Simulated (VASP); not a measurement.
Write the native input for VASP 6.6.1 that does the following.

```yaml
Task: single point
Functional: HSE06
Potentials_or_basis: VASP PAW PBE potentials, release 64 (Al, N)
Cutoff: 520 eV
k_mesh: 9 × 9 × 5
Occupations: fermi-dirac, width 0.05 eV
Spin: no spin polarisation
Dipole_correction: no
Grid_for_exact_exchange_PRECFOCK: Normal
Further_INCAR_settings: ALGO = Normal; EDIFF = 1e-06; NBANDS = 16
Share_of_exact_exchange: 0.25
Screening_parameter: 0.2079 1/Å
```

The system is AlN.

```
Al N
1.0
     3.11382    0.00000    0.00000
    -1.55691    2.69664    0.00000
     0.00000    0.00000    4.98353
Al N
2 2
Direct
  0.66667 0.33333 0.49700
  0.33333 0.66667 0.99700
  0.33333 0.66667 0.37900
  0.66667 0.33333 0.87900
```

These files were run (other wordings do the same):

POSCAR

```
AlN
1.0
    3.1138160000      0.0000000000      0.0000000000
   -1.5569080000      2.6966440000      0.0000000000
    0.0000000000      0.0000000000      4.9835290000
Al N
2 2
Direct
    0.6666670000      0.3333330000      0.4969990000
    0.3333330000      0.6666670000      0.9970000000
    0.3333330000      0.6666670000      0.3790010000
    0.6666670000      0.3333330000      0.8790000000
```

INCAR.step1

```
  ALGO = Normal
  EDIFF = 1E-5
  ENCUT = 520
  GGA = PE
  ISIF = 2
  ISMEAR = -1
  KPAR = 4
  LASPH = T
  LCHARG = F
  LREAL = F
  LWAVE = T
  NBANDS = 16
  NELM = 60
  PREC = Accurate
  SIGMA = 0.05
```

INCAR.step2

```
  ALGO = Normal
  EDIFF = 1E-6
  ENCUT = 520
  GGA = PE
  HFSCREEN = 0.2079
  ISIF = 2
  ISMEAR = -1
  ISTART = 1
  KPAR = 4
  LASPH = T
  LCHARG = F
  LHFCALC = T
  LREAL = F
  LWAVE = F
  NBANDS = 16
  NELM = 60
  PREC = Accurate
  PRECFOCK = Normal
  SIGMA = 0.05
```

KPOINTS

```
k-points
0
Gamma
  9 9 5
```

Potentials or basis: VASP PAW PBE potentials, release 64 (Al, N).

The run is started by

```console
$ cat potpaw_PBE.64/Al/POTCAR potpaw_PBE.64/N/POTCAR > POTCAR
$ cp INCAR.step1 INCAR
$ mpirun -np 4 vasp_std > vasp.out
$ cp INCAR.step2 INCAR
$ mpirun -np 4 vasp_std > vasp.out
```

It gave:

The pressure is -2.0 GPa, the largest force is 0.008 eV/Å and the band gap on the k mesh is 5.53 eV.

Caveat: the PAW data sets were made with another functional, which shifts forces and pressure a little.

It took 35 min on 4 MPI ranks on Intel(R) Xeon(R) Platinum 8259CL CPU @ 2.50GHz (Skylake/Cascade Lake), with other jobs on the host, peak memory 0.29 GiB a rank.
